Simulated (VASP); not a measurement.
# W (P6_3/mmc) in VASP: single point with PBE

Aim: the single point of W with PBE.

Everything below comes from runs of VASP 6.6.1. Logs are shortened: lines on timing, memory, paths and dates and some standing lists are left out, and cuts for length are marked.

## 1. The cell of the first run

It takes space group P6_3/mmc (No. 194, hexagonal). The conventional cell has a = 2.406 Å, b = 2.406 Å, c = 3.815 Å, α = 90.00°, β = 90.00°, γ = 120.00°. Within 3.1 Å of W (site symmetry -6m2) lie 12 W at 2.36 to 2.41 Å.

## 2. Single point, PBE

The input, INCAR:

```
SYSTEM = W
  PREC = Accurate
  ENCUT = 520
  EDIFF = 1E-7
  ISMEAR = -1
  SIGMA = 0.05
  LREAL = .FALSE.
  LASPH = .TRUE.
  NELM = 80
  ALGO = Normal
  ISIF = 2
  LWAVE = .FALSE.
  LCHARG = .FALSE.
  GGA = PE
  NBANDS = 21
```

The input, KPOINTS:

```
regular mesh
0
G
  18 18 10
  0 0 0
```

The input, POSCAR:

```
W
1.0
    2.4060028881      0.0000000000      0.0000000000
   -1.2030014441      2.0836596227      0.0000000000
    0.0000000000      0.0000000000      3.8153738484
W
2
Direct
    0.3333333333      0.6666666667      0.2500000000
    0.6666666667      0.3333333333      0.7500000000
```

Potentials or basis: VASP PAW PBE potentials, release 64 (W_sv).

The run is started by

```
$ cat potpaw_PBE.64/W_sv/POTCAR > POTCAR
$ mpirun -np 1 vasp_std > vasp.out
```

OUTCAR:

```text
SYSTEM = W
   PREC = Accurate
   ENCUT = 520
   EDIFF = 1E-7
   ISMEAR = -1
   LREAL = .FALSE.
   LASPH = .TRUE.
   NELM = 80
   ISIF = 2
   GGA = PE

 ion  position               nearest neighbor table
   1  0.333  0.667  0.250-   2 2.36   2 2.36   2 2.36   2 2.36   2 2.36   2 2.36   2 3.37   2 3.37
                             2 3.37   2 3.37   2 3.37   2 3.37
   2  0.667  0.333  0.750-   1 2.36   1 2.36   1 2.36   1 2.36   1 2.36   1 2.36   1 3.37   1 3.37
                             1 3.37   1 3.37   1 3.37   1 3.37

  LATTYP: Found a hexagonal cell.
 ALAT       =     2.4060028881
 C/A-ratio  =     1.5857727633

  Lattice vectors:

 A1 = (   2.4060028881,   0.0000000000,   0.0000000000)
 A2 = (  -1.2030014441,   2.0836596227,   0.0000000000)
 A3 = (   0.0000000000,   0.0000000000,   3.8153738484)

Analysis of symmetry for initial positions (statically):
=====================================================================
 Subroutine PRICEL returns:
 Original cell was already a primitive cell.

 Routine SETGRP: Setting up the symmetry group for a
 hexagonal supercell.

 Subroutine GETGRP returns: Found 24 space group operations
 (whereof 12 operations were pure point group operations)
 out of a pool of 24 trial point group operations.

The static configuration has the point symmetry D_3d.
 The point group associated with its full space group is D_6h.

Analysis of symmetry for dynamics (positions and initial velocities):
=====================================================================
 Subroutine PRICEL returns:
 Original cell was already a primitive cell.

 Routine SETGRP: Setting up the symmetry group for a
 hexagonal supercell.

 Subroutine GETGRP returns: Found 24 space group operations
 (whereof 12 operations were pure point group operations)
 out of a pool of 24 trial point group operations.

The dynamic configuration has the point symmetry D_3d.
 The point group associated with its full space group is D_6h.

 Subroutine INISYM returns: Found 24 space group operations
 (whereof 12 operations are pure point group operations),
 and found     1 'primitive' translations

----------------------------------------------------------------------------------------

                                     Primitive cell

  volume of cell :      19.1276

  direct lattice vectors                    reciprocal lattice vectors
     2.406002888  0.000000000  0.000000000     0.415627099  0.239962417  0.000000000
    -1.203001444  2.083659623  0.000000000     0.000000000  0.479924835  0.000000000
     0.000000000  0.000000000  3.815373848     0.000000000  0.000000000  0.262097514

  length of vectors
     2.406002888  2.406002888  3.815373848     0.479924835  0.479924835  0.262097514

  position of ions in fractional coordinates (direct lattice)
     0.333333333  0.666666667  0.250000000
     0.666666667  0.333333333  0.750000000

  ion indices of the primitive-cell ions
   primitive index   ion index
                 1           1
                 2           2

----------------------------------------------------------------------------------------

 KPOINTS: regular mesh

Automatic generation of k-mesh.
 Grid dimensions read from file:
 generate k-points for:   18   18   10

 Generating k-lattice:

  Cartesian coordinates                     Fractional coordinates (reciprocal lattice)
     0.023090394  0.013331245  0.000000000     0.055555556 -0.000000000  0.000000000
     0.000000000  0.026662491  0.000000000     0.000000000  0.055555556  0.000000000
     0.000000000  0.000000000  0.026209751     0.000000000  0.000000000  0.100000000

  Length of vectors
     0.026662491  0.026662491  0.026209751

  Shift w.r.t. Gamma in fractional coordinates (k-lattice)
     0.000000000  0.000000000  0.000000000

 Subroutine IBZKPT returns following result:
 ===========================================

 Found    222 irreducible k-points:

 Following reciprocal coordinates:
            Coordinates               Weight
  0.000000  0.000000  0.000000      1.000000
  0.055556  0.000000  0.000000      6.000000
  0.111111  0.000000  0.000000      6.000000
  0.166667  0.000000  0.000000      6.000000
  0.222222  0.000000  0.000000      6.000000
  0.277778  0.000000  0.000000      6.000000
[... 16 lines left out ...]
  0.333333  0.111111  0.000000     12.000000
  0.388889  0.111111  0.000000     12.000000
 [... further k-points ...]
   k-points           NKPTS =    222   k-points in BZ     NKDIM =    222   number of bands    NBANDS=     21
   number of dos      NEDOS =    301   number of ions     NIONS =      2
   total plane-waves  NPLWV =   9072
   dimension x,y,z NGX =    18 NGY =   18 NGZ =   28
   dimension x,y,z NGXF=    36 NGYF=   36 NGZF=   56
   ions per type =               2
   NGX,Y,Z   is equivalent  to a cutoff of  12.44, 12.44, 12.20 a.u.
   NGXF,Y,Z  is equivalent  to a cutoff of  24.87, 24.87, 24.40 a.u.
 SYSTEM =  W
   PREC   = accura    normal or accurate (medium, high low for compatibility)
   ISTART =      0    job   : 0-new  1-cont  2-samecut
   ICHARG =      2    charge: 1-file 2-atom 10-const
   ISPIN  =      1    spin polarized calculation?
   LNONCOLLINEAR =      F non collinear calculations
   LSORBIT =      F    spin-orbit coupling
   LASPH  =      T    aspherical Exc in radial PAW
   ENCUT  =  520.0 eV  38.22 Ry    6.18 a.u.   4.47  4.47  7.09*2*pi/ulx,y,z
   NELM   =     80;   NELMIN=  2; NELMDL= -5     # of ELM steps
   EDIFF  = 0.1E-06   stopping-criterion for ELM
   LREAL  =      F    real-space projection
   EDIFFG = 0.1E-05   stopping-criterion for IOM
   NSW    =      0    number of steps for IOM
   IBRION =     -1    ionic relax: 0-MD 1-quasi-New 2-CG
   NFREE  =      0    steps in history (QN), initial steepest desc. (CG)
   ISIF   =      2    stress and relaxation
   ISYM   =      2    0-nonsym 1-usesym 2-fastsym
   POTIM  = 0.5000    time-step for ionic-motion
   TEBEG  =    0.0;   TEEND  =   0.0 temperature during run
   PSTRESS=    0.0 pullay stress
   NELECT =      28.0000    total number of electrons
   NUPDOWN=      -1.0000    fix difference up-down
   EMIN   =  10.00;   EMAX   =-10.00  energy-range for DOS
   EFERMI =   0.00;   METHOD = LEGACY
   ISMEAR =    -1;   SIGMA  =   0.05  broadening in eV -4-tet -1-fermi 0-gaus
   EFERMI_NEDOS =   21; number of points for ismear=-14 and -15
   IALGO  =     38    algorithm
   IMIX   =      4    mixing-type and parameters
     AMIX     =   0.40;   BMIX     =  1.00
     AMIX_MAG =   1.60;   BMIX_MAG =  1.00
  volume/ion in A,a.u.               =       9.56        64.54
  Fermi-wavevector in a.u.,A,eV,Ry     =   1.858835  3.512689 47.011768  3.455267
  Thomas-Fermi vector in A             =   2.907196
   LORBIT       =      0    0 simple, 1 ext, 2 COOP (PROOUT), +10 PAW based schemes
   GGA     = PE    functional components
   LHFCALC =     F    Hartree Fock is set to
   AEXX    =    0.0000 exact exchange contribution
   IVDW    =     0    specifies the selected vdW correction
   LEPSILON=     F    determine dielectric tensor
   LRPA    =     F    only Hartree local field effects (RPA)
 non-spin polarized calculation
  energy-cutoff  :      520.00
  volume of cell :       19.13
 maximum number of plane-waves:       537
 NGX is ok and might be reduce to    18
   NGX =  9   NGY =  9   NGZ = 15

 number of electron      28.0000004 magnetization

 Free energy of the ion-electron system (eV)
  ---------------------------------------------------
  ext. energy  EPLUGINS =         0.00000000
  ---------------------------------------------------
  free energy    TOTEN  =       -12.59686835 eV

  energy without entropy =      -12.58612159  energy(sigma->0) =      -12.59149497

 E-fermi :  20.0082     XC(G=0): -16.7293

 val. band max:       19.9941195333   @ k =   0.0556   0.0556   0.0000
 cond. band min:      20.0124126034   @ k =   0.3889   0.2222   0.2000
 fundamental gap:      0.0182930701
 Fermi energy:        20.0081706635

 k-point     1 :       0.0000    0.0000    0.0000
  band No.  band energies     occupation
      1     -54.1868      2.00000
      2     -53.0947      2.00000
      3     -21.5408      2.00000
      4     -16.5955      2.00000
      5     -16.5955      2.00000
      6     -15.7679      2.00000
[... 13 lines left out ...]
     20      26.9293      0.00000
     21      32.9094      0.00000

 k-point     2 :       0.0556    0.0000    0.0000
  band No.  band energies     occupation
      1     -54.1629      2.00000
      2     -53.0841      2.00000
      3     -21.4917      2.00000
      4     -16.7471      2.00000
      5     -16.6436      2.00000
      6     -15.9202      2.00000
[... 13 lines left out ...]
     20      28.4868      0.00000
     21      33.4523      0.00000

 k-point     3 :       0.1111    0.0000    0.0000
  band No.  band energies     occupation
      1     -54.0931      2.00000
      2     -53.0541      2.00000
      3     -21.3464      2.00000
      4     -17.1739      2.00000
      5     -16.7767      2.00000
      6     -16.3427      2.00000
[... 13 lines left out ...]
     20      30.8721      0.00000
     21      34.9733      0.00000

 k-point     4 :       0.1667    0.0000    0.0000
  band No.  band energies     occupation
      1     -53.9835      2.00000
      2     -53.0098      2.00000
      3     -21.1108      2.00000
      4     -17.8014      2.00000
      5     -16.9681      2.00000
      6     -16.9502      2.00000
[... 13 lines left out ...]
     20      33.2600      0.00000
     21      37.2043      0.00000

 k-point     5 :       0.2222    0.0000    0.0000
  band No.  band energies     occupation
      1     -53.8432      2.00000
      2     -52.9593      2.00000
      3     -20.7955      2.00000
      4     -18.5321      2.00000
      5     -17.6425      2.00000
      6     -17.1873      2.00000
[... 13 lines left out ...]
     20      35.3294      0.00000
     21      37.9422      0.00000
[... 382 lines left out ...]
     20      37.0903      0.00000
     21      37.5968      0.00000

 k-point    22 :       0.2778    0.1111    0.0000
  band No.  band energies     occupation
      1     -53.4795      2.00000
      2     -52.8695      2.00000
      3     -19.8799      2.00000
      4     -19.8443      2.00000
      5     -19.0822      2.00000
      6     -17.7423      2.00000
[... 13 lines left out ...]
     20      36.1337      0.00000
     21      36.9170      0.00000

 k-point    23 :       0.3333    0.1111    0.0000
  band No.  band energies     occupation
      1     -53.3385      2.00000
      2     -52.8587      2.00000
      3     -20.3307      2.00000
      4     -19.4653      2.00000
      5     -19.4083      2.00000
      6     -17.9953      2.00000
[... 13 lines left out ...]
     20      35.3473      0.00000
     21      36.8036      0.00000

 k-point    24 :       0.3889    0.1111    0.0000
  band No.  band energies     occupation
      1     -53.2326      2.00000
      2     -52.8646      2.00000
      3     -20.6396      2.00000
      4     -19.6187      2.00000
      5     -19.1174      2.00000
      6     -18.1548      2.00000
[... 13 lines left out ...]
     20      34.8483      0.00000
     21      36.1752      0.00000

 [... further k-points ...]

------------------------ aborting loop because EDIFF is reached ----------------------------------------

  FORCE on cell =-STRESS in cart. coord.  units (eV):
  Direction    XX          YY          ZZ          XY          YZ          ZX
  --------------------------------------------------------------------------------------
  -------------------------------------------------------------------------------------
  Total       53.1847042     53.1847042     53.4158413     -0.0000000     -0.0000000      0.0000000
  in kB     4454.8933475   4454.8933476   4474.2540137     -0.0000001     -0.0000000      0.0000000
  external PRESSURE =    4461.3469030 kB  Pullay stress =       0.0000000 kB

 VOLUME and BASIS-vectors are now :
 -----------------------------------------------------------------------------
  energy-cutoff  :      520.00
  volume of cell :       19.13
      direct lattice vectors                 reciprocal lattice vectors
     2.406002888  0.000000000  0.000000000     0.415627099  0.239962417  0.000000000
    -1.203001444  2.083659623  0.000000000     0.000000000  0.479924835  0.000000000
     0.000000000  0.000000000  3.815373848     0.000000000  0.000000000  0.262097514

 POSITION                                       TOTAL-FORCE (eV/Angst)
 -----------------------------------------------------------------------------------
     -0.00000      1.38911      0.95384        -0.000000      0.000000      0.000000
      1.20300      0.69455      2.86153         0.000000      0.000000      0.000000
 -----------------------------------------------------------------------------------
    total drift:                                0.000000     -0.000000      0.000000

  FREE ENERGIE OF THE ION-ELECTRON SYSTEM (eV)
  ---------------------------------------------------
  free  energy   TOTEN  =       -12.5968683485 eV

  energy  without entropy=      -12.5861215944  energy(sigma->0) =      -12.59149497
```

Wall time 28 s (1 thread of Intel Xeon 6975P-C (Granite Rapids), shared host); peak memory 0.18 GiB.

Results:

| Quantity | Value |
| --- | --- |
| Free energy | -12.5969 eV |
| Pressure | 446.1 GPa |
| Band gap on the k mesh | zero (band 14 reaches 22.76 eV, above the bottom of band 15 at 17.72 eV) |

Levels at points of the mesh, in eV from the Fermi level:
```tsv
k point	band 10	band 11	band 12	band 13	band 14	band 15	band 16	band 17	band 18	band 19
(0.00, 0.00, 0.00)	-9.82	-2.44	-2.44	-1.83	-0.53	-0.53	0.91	0.91	4.73	6.92
(0.50, 0.00, 0.00)	-8.44	-7.75	-3.25	-0.21	0.57	0.92	8.87	10.19	10.42	13.34
(0.00, 0.00, 0.50)	-8.48	-2.69	-2.69	-2.69	-2.69	-1.86	-1.86	6.19	6.19	6.19
(0.50, 0.00, 0.50)	-9.69	-6.74	-6.74	1.48	1.48	4.36	4.36	9.61	9.61	10.47
```

Caveat: spin-orbit coupling is left out, which moves the levels of the heavy elements.
